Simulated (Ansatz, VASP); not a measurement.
**One calculation of HgTe, two programs**

POSCAR

```
HgTe
1.0
   -3.0251620955      3.0251620955      1.5489438457
    3.0251620955     -3.0251620955      1.5489438457
    3.0251620955      3.0251620955     -1.5489438457
Hg Te
1 1
Direct
    0.7500000000      0.2500000000      0.5000000000
    0.0000000000      0.0000000000      0.0000000000
```

The input INCAR.step1:

```
SYSTEM = HgTe
PREC = Accurate
ENCUT = 520
ISMEAR = -1
SIGMA = 0.05
LREAL = .FALSE.
LASPH = .TRUE.
NELM = 60
NBANDS = 16
GGA = PE
ALGO = Normal
EDIFF = 1E-4
LWAVE = .TRUE.
LCHARG = .FALSE.
```

The input INCAR.step2:

```
SYSTEM = HgTe
PREC = Accurate
ENCUT = 520
EDIFF = 1E-7
ISMEAR = -1
SIGMA = 0.05
LREAL = .FALSE.
LASPH = .TRUE.
NELM = 60
ALGO = Normal
ISIF = 2
LWAVE = .FALSE.
LCHARG = .FALSE.
METAGGA = R2SCAN
LMIXTAU = .TRUE.
NBANDS = 16
ISTART = 1
```

The input KPOINTS:

```
Automatic mesh
0
G
  10 10 10
  0 0 0
```

The input input.yaml:

```yaml
crystal:
  lattice:
    - [-3.0251620955, 3.0251620955, 1.5489438457]
    - [3.0251620955, -3.0251620955, 1.5489438457]
    - [3.0251620955, 3.0251620955, -1.5489438457]
  atoms:
    - { symbol: Hg, position: [0.75, 0.25, 0.5] }
    - { symbol: Te, position: [0.0, 0.0, 0.0] }
hamiltonian:
  xc: r2scan
  pseudopotentials: { kind: paw }
kpoints:
  mp_grid: { grid: [10, 10, 10] }
scf:
  occupations: { method: fermi_dirac, width: 0.05 }
output:
  forces: true
  stress: true
  eigenvalues: true
```

Alike in both runs: task single point; functional r2SCAN; k mesh 10 × 10 × 10; occupations fermi-dirac, width 0.05 eV; no spin polarisation.

|  | VASP | Ansatz |
| --- | --- | --- |
| version | VASP 6.6.1 | Ansatz 0.2.0 |
| potentials or method | VASP PAW PBE potentials, release 64 (Hg, Te) | Ansatz PAW |
| plane-wave cutoff (eV) | 520 | 500 |
| valence electrons in the cell | 18 | 36 |

```tsv
	VASP	Ansatz	Ansatz less VASP
gap on the k mesh at the Fermi level (eV)	none	none	-
pressure (GPa)	-0.1	-0.2	-0.12
traceless stress, the component that is largest in VASP (GPa)	3.40	3.40	-0.006
```

VASP's potentials were made for PBE, not for r2SCAN. A gap of «none» marks a metal or a gap that the smearing closes. VASP's potentials hold 18 valence electrons a cell and Ansatz's 36, so a difference there can come from the potentials and not from the codes.

Neither program's run includes spin-orbit coupling.
